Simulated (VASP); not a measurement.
Runs of VASP 6.6.1 on WSe. The structure is that of space group F-43m (No. 216), or close to it. The cells are those of the table. 

```csv
task,level,spin,U,cell,k mesh,cutoff (eV),smearing,gap on the mesh (eV),pressure (GPa),moment (μB),relaxed volume (Å³/atom)
single point,PBE,"collinear, ferromagnetic start",-,"a = 3.788 Å, angles 60.0°, 2 atoms",6 × 6 × 6,520,gaussian 0.1 eV,none,29.4,(c),-
single point,PBE,off,-,"a = 4.015 Å, angles 60.0°, 2 atoms",12 × 12 × 12,520,gaussian 0.1 eV,none,(a),-,-
single point,PBE,off,-,"a = 3.995 Å, angles 60.0°, 2 atoms",12 × 12 × 12,520,gaussian 0.1 eV,none,0.2,-,-
relaxation of cell and atoms,PBE,"collinear, ferromagnetic start",-,"relaxed from a = 4.019 Å, angles 60.0°, 2 atoms",12 × 12 × 12,600,gaussian 0.1 eV,none,0.0,1.29,22.93
single point,PBE+U,"collinear, ferromagnetic start",W d U = 2.0 eV,"a = 4.015 Å, angles 60.0°, 2 atoms",12 × 12 × 12,520,gaussian 0.05 eV,none,2.5,1.38,-
single point,r2SCAN,"collinear, ferromagnetic start",-,"a = 4.015 Å, angles 60.0°, 2 atoms",12 × 12 × 12,520,gaussian 0.1 eV,none,-1.8,1.35,-
relaxation of cell and atoms,PBE,"collinear, ferromagnetic start",-,"relaxed from a = 4.015 Å, angles 60.0°, 2 atoms",12 × 12 × 12,600,gaussian 0.1 eV,none,0.0,1.29,22.93
single point,PBE+U,off,W d U = 4.0 eV,"a = 4.015 Å, angles 60.0°, 2 atoms",12 × 12 × 12,520,gaussian 0.05 eV,none,1.8,-,-
single point,PBE,"collinear, ferromagnetic start",-,"a = 4.019 Å, angles 60.0°, 2 atoms",6 × 6 × 6,520,gaussian 0.1 eV,none,-1.8,0.00,-
single point,r2SCAN,off,-,"a = 4.015 Å, angles 60.0°, 2 atoms",12 × 12 × 12,520,gaussian 0.1 eV,none,-4.2,-,-
relaxation of cell and atoms,PBE,"collinear, ferromagnetic start",-,"relaxed from a = 3.788 Å, angles 60.0°, 2 atoms",6 × 6 × 6,600,gaussian 0.1 eV,none,0.0,0.00,(b)
```

Alike in all rows: potentials or basis VASP PAW PBE potentials, release 64 (W_sv, Se).

Question: Estimate the missing entries.

Answer: (a) -1.6; (b) 22.59; (c) 0.15.

Caveats: spin-orbit coupling is left out, which moves the levels of the heavy elements; the PAW data sets were made with another functional, which shifts forces and pressure a little (some runs); U without spin polarisation on a metal has little footing (some runs); the volume moved by over 15 % at a fixed basis, so the end points are rough (some runs).

A k mesh can miss the band edges, and the runs leave out spin-orbit coupling on Se, W.

A gap of «none» marks levels without a gap at the run's occupations.
